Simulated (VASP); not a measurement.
Input of a VASP 6.6.1 run:

INCAR

```
PREC = Accurate
ENCUT = 600
EDIFF = 1E-7
ISMEAR = -1
SIGMA = 0.05
LREAL = F
LASPH = T
NELM = 80
ALGO = Normal
ISIF = 3
LWAVE = F
LCHARG = F
GGA = RP
IVDW = 12
IBRION = 2
NSW = 60
EDIFFG = -0.01
```

File KPOINTS:

```
regular mesh
0
Gamma
  7 7 4
```

Contents of POSCAR:

```
CdS
1.0
    4.1500000000      0.0000000000      0.0000000000
   -2.0750000000      3.5940054257      0.0000000000
    0.0000000000      0.0000000000      6.7370000000
Cd S
2 2
Direct
    0.6666666667      0.3333333333      0.5000000000
    0.3333333333      0.6666666667      0.0000000000
    0.6666666667      0.3333333333      0.8750000000
    0.3333333333      0.6666666667      0.3750000000
```

Potentials or basis: VASP PAW PBE potentials, release 64 (Cd, S).

The run is started by

```bash
$ cat potpaw_PBE.64/Cd/POTCAR potpaw_PBE.64/S/POTCAR > POTCAR
$ mpirun -np 1 vasp_std > vasp.out
```

Estimate the relaxed volume.

23.44 Å³/atom.

What does it give for the dispersion energy per atom?

-1.248 eV.

Predict the space group after relaxing (to 0.1 Å).

P6_3mc (No. 186).

Estimate the band gap on the k mesh.

1.58 eV.

Step by step:
```tsv
step	energy change (eV)	largest force (eV/Å)	pressure (GPa)	volume (Å³)
1	0.0000	0.0904	-4.08	100.48
2	-0.0787	0.0058	1.84	91.47
3	-0.0917	0.0340	0.01	93.78
4	-0.0917	0.0355	-0.08	93.91
5	-0.0919	0.0230	-0.08	93.91
6	-0.0922	0.0047	-0.09	93.92
7	-0.0924	0.0031	-0.05	93.86
8	-0.0927	0.0172	0.03	93.76
9	-0.0927	0.0465	0.18	93.56
10	-0.0928	0.0322	0.10	93.66
11	-0.0929	0.0307	0.09	93.67
12	-0.0932	0.0269	0.05	93.71
13	-0.0934	0.0208	-0.03	93.78
14	-0.0934	0.0225	-0.01	93.76
15	-0.0934	0.0155	0.00	93.76
16	-0.0935	0.0001	0.00	93.76
```

Caveat: the dispersion term is far too large for a dense solid, which distorts pressure and volume; the PAW data sets were made with another functional, which shifts forces and pressure a little. As with any semilocal functional, this RPBE gap is likely too small.
